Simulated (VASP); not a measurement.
A run of VASP 6.6.1 is set up as follows.

INCAR

```
SYSTEM = WC
  PREC = Accurate
  ENCUT = 520
  EDIFF = 1E-6
  ISMEAR = -1
  SIGMA = 0.1
  LREAL = .False.
  LASPH = .True.
  NELM = 80
  ALGO = Normal
  ISIF = 2
  LWAVE = .False.
  LCHARG = .False.
  NBANDS = 16
```

Contents of KPOINTS:

```
Automatic mesh
0
Gamma
  17 17 17
  0 0 0
```

Contents of POSCAR:

```
WC
1.0
    0.0000000000      2.0066460044      2.0066460044
    2.0066460044      0.0000000000      2.0066460044
    2.0066460044      2.0066460044      0.0000000000
W C
1 1
Direct
    0.0000000000      0.0000000000      0.0000000000
    0.5000000000      0.5000000000      0.5000000000
```

Potentials or basis: VASP PAW LDA potentials, release 64 (W_sv, C).

Command:

```bash
$ cat potpaw_LDA.64/W_sv/POTCAR potpaw_LDA.64/C/POTCAR > POTCAR
$ mpirun -np 1 vasp_std > vasp.out
```

Task: What does it give for the pressure?

Result: 150.3 GPa.

Task: Predict the band gap on the k mesh.

Result: Zero (band 9 reaches 18.41 eV, above the bottom of band 10 at 13.84 eV).

Caveat: spin-orbit coupling is left out, which moves the levels of the heavy elements.
